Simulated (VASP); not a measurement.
## Ca: single point with PBEsol

Crystal: Ca.

```xyz
1
Lattice="0.0000 3.0177 2.7942 3.0177 0.0000 2.7942 3.0177 3.0177 0.0000" Properties=species:S:1:pos:R:3 pbc="T T T"
Ca    0.0000    0.0000    0.0000
```

This cell differs from its parent crystal: strain +0.080 along x and y, +0.000 along z.

```
Program             : VASP 6.6.1
Task                : single point
Functional          : PBEsol
Potentials or basis : VASP PAW PBE potentials, release 64 (Ca_sv)
Cutoff              : 520 eV
k mesh              : 14 × 14 × 14
Occupations         : gaussian, width 0.15 eV
Spin                : no spin polarisation
```

- Pressure: -2.8 GPa
- Band gap on the k mesh: zero (bands 5 and 6 overlap by 0.52 eV)

Stress tensor (GPa, compression positive):
```
-2.89  0.00  0.00
 0.00 -2.89  0.00
 0.00  0.00 -2.58
```

Levels at points of the mesh, in eV from the Fermi level:
```csv
k point,band 2,band 3,band 4,band 5,band 6,band 7,band 8,band 9
"(0.00, 0.00, 0.00)",-23.30,-23.30,-23.30,-3.70,1.99,1.99,2.26,2.74
"(0.50, 0.00, 0.00)",-23.37,-23.31,-23.30,-0.93,-0.25,1.81,2.16,3.38
"(0.50, 0.50, 0.00)",-23.36,-23.33,-23.33,-0.15,0.55,1.14,3.45,3.61
"(0.50, 0.00, 0.50)",-23.36,-23.33,-23.32,-0.41,0.48,0.70,3.42,3.49
```

It took 2.1 min on 1 thread of Intel Xeon 8259CL, with other jobs on the host, peak memory 0.27 GiB.

Caveat: the cell differs from its parent crystal (strain +0.080 along x and y, +0.000 along z); the PAW data sets were made with another functional, which shifts forces and pressure a little.
